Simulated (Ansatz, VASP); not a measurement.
## C: VASP beside Ansatz

```xyz
2
Lattice="2.4562 0.0000 0.0000 -1.2281 2.1803 0.0000 0.0000 0.0000 8.5238" Properties=species:S:1:pos:R:3 pbc="T T T"
C     0.0000    1.4535    0.0000
C     1.2281    0.7268    0.0000
```

Change from the starting cell: strain +0.0250 x Voigt [0, 1, 0, 0, 0, 0], atoms carried along.

Alike in both runs: task single point; functional PBEsol; k mesh 24 × 24 × 6; occupations gaussian, width 0.15 eV; no spin polarisation.

|  | VASP | Ansatz |
| --- | --- | --- |
| version | VASP 6.6.1 | Ansatz 0.2.0 |
| potentials or method | VASP PAW PBE potentials, release 64 (C), cutoff 520 eV | scalar-relativistic, plane waves, PAW |
| valence electrons in the cell | 8 | 8 |

VASP gave:

```
gap on the k mesh at the Fermi level (eV) : 0.31
least direct gap on the mesh (eV)         : 0.31
rms of the force components (eV/Å)        : 0.120
```

What did Ansatz give for the same quantities?

gap on the k mesh at the Fermi level (eV): 0.31; least direct gap on the mesh (eV): 0.31; rms of the force components (eV/Å): 0.116.

VASP's potentials were made for PBE, not for PBEsol. Atom by atom the forces differ by 0.004 eV/Å (rms over components).
